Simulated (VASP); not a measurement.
Input of a VASP 6.6.1 run:

Contents of INCAR:

```
SYSTEM = InAs
  PREC = Accurate
  ENCUT = 520
  EDIFF = 1E-6
  ISMEAR = -1
  SIGMA = 0.05
  LREAL = .FALSE.
  LASPH = .TRUE.
  NELM = 100
  ALGO = Normal
  ISIF = 2
  LWAVE = .FALSE.
  LCHARG = .TRUE.
  GGA = RP
  LELF = .TRUE.
  LVHAR = .TRUE.
  NBANDS = 16
```

File KPOINTS:

```
regular mesh
0
G
  8 8 8
  0 0 0
```

File POSCAR:

```
InAs
1.0
    0.0000000000      3.0180000000      3.0180000000
    3.0180000000      0.0000000000      3.0180000000
    3.0180000000      3.0180000000      0.0000000000
In As
1 1
Direct
    0.0000000000      0.0000000000      0.0000000000
    0.7500000000      0.7500000000      0.7500000000
```

Potentials or basis: VASP PAW PBE potentials, release 64 (In_d, As).

Command:

```bash
$ cat potpaw_PBE.64/In_d/POTCAR potpaw_PBE.64/As/POTCAR > POTCAR
$ mpirun -np 1 vasp_std > vasp.out
```

What does it give for the pressure?

6.1 GPa.

What does it give for the band gap on the k mesh?

Zero (filled and empty bands touch).

Caveat: the cell stands under pressure; semilocal functionals underestimate gaps, so a narrow gap can read as zero; the PAW data sets were made with another functional, which shifts forces and pressure a little; spin-orbit coupling is left out, which moves the levels of the heavy elements.
